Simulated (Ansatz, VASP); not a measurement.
## Cd3TeSe2 in VASP and in Ansatz

Contents of INCAR:

```
SYSTEM = Cd3TeSe2
PREC = Accurate
ENCUT = 600
EDIFF = 1E-6
ISMEAR = 0
SIGMA = 0.1
LREAL = .FALSE.
LASPH = .TRUE.
NELM = 100
ALGO = Normal
ISIF = 3
LWAVE = .FALSE.
LCHARG = .FALSE.
GGA = PE
IBRION = 2
NSW = 90
EDIFFG = -0.04
```

The input KPOINTS:

```
regular mesh
0
G
  3 3 4
  0 0 0
```

The input POSCAR:

```
Cd3TeSe2
1.0
    6.2921735300      0.0000000000      0.0000000000
   -3.1460867700      5.4491821200      0.0000000000
    0.0000000000      0.0000000000      4.4194311100
Cd Te Se
3 1 2
Direct
    0.5000000000      0.5000000000      0.4595159900
    0.5000000000      0.0000000000      0.4595159900
    0.0000000000      0.5000000000      0.4595159900
    0.0000000000      0.0000000000      0.8888130200
    0.6666666700      0.3333333300      0.9631379800
    0.3333333300      0.6666666700      0.9631379800
```

Input for Ansatz:

```yaml
crystal:
  lattice:
    - [6.29217353, 0.0, 0.0]
    - [-3.14608677, 5.44918212, 0.0]
    - [0.0, 0.0, 4.41943111]
  atoms:
    - { symbol: Cd, position: [0.5, 0.5, 0.45951599] }
    - { symbol: Cd, position: [0.5, 0.0, 0.45951599] }
    - { symbol: Cd, position: [0.0, 0.5, 0.45951599] }
    - { symbol: Te, position: [0.0, 0.0, 0.88881302] }
    - { symbol: Se, position: [0.66666667, 0.33333333, 0.96313798] }
    - { symbol: Se, position: [0.33333333, 0.66666667, 0.96313798] }
basis:
  ecutwfc: 420
kpoints:
  mp_grid: { grid: [3, 3, 4] }
hamiltonian:
  xc: pbe
scf:
  occupations: { method: gaussian, width: 0.1 }
  lower_state_search: "off"
output:
  forces: true
  stress: true
  eigenvalues: true
relax:
  adjacent_minimum: "off"
  f_tol: 0.04
  max_steps: 70
  cell: { stress_tol: 0.4 }
```

Change from the starting cell: species swapped into the ErCo3Ge2 type (P6mm, No. 183).

Alike in both runs: task relaxation of cell and atoms; functional PBE; k mesh 3 × 3 × 4; occupations gaussian, width 0.1 eV; no spin polarisation.

|  | VASP | Ansatz |
| --- | --- | --- |
| version | VASP 6.6.1 | Ansatz 0.2.0 |
| potentials or method | VASP PAW PBE potentials, release 64 (Cd, Te, Se), cutoff 600 eV | scalar-relativistic, plane waves, PAW |
| valence electrons in the cell | 54 | 108 |

Ansatz gave:

```
gap on the k mesh at the Fermi level, each at its own relaxed structure (eV) : none
relaxed volume (Å³/atom)                                                     : 27.28
relaxed length of the cell vector where the two differ most in proportion (Å)              : 7.004
```

Question: Which values does VASP return?

Answer: gap on the k mesh at the Fermi level, each at its own relaxed structure (eV): none; relaxed volume (Å³/atom): 27.62; relaxed length of the cell vector where the two differ most in proportion (Å): 7.043.

A gap of «none» marks a metal or a gap that the smearing closes. VASP's potentials hold 54 valence electrons a cell and Ansatz's 108, so a difference there can come from the potentials and not from the codes.

The k mesh is coarse, so the values compare programs but aren't converged. Neither program's run includes spin-orbit coupling.
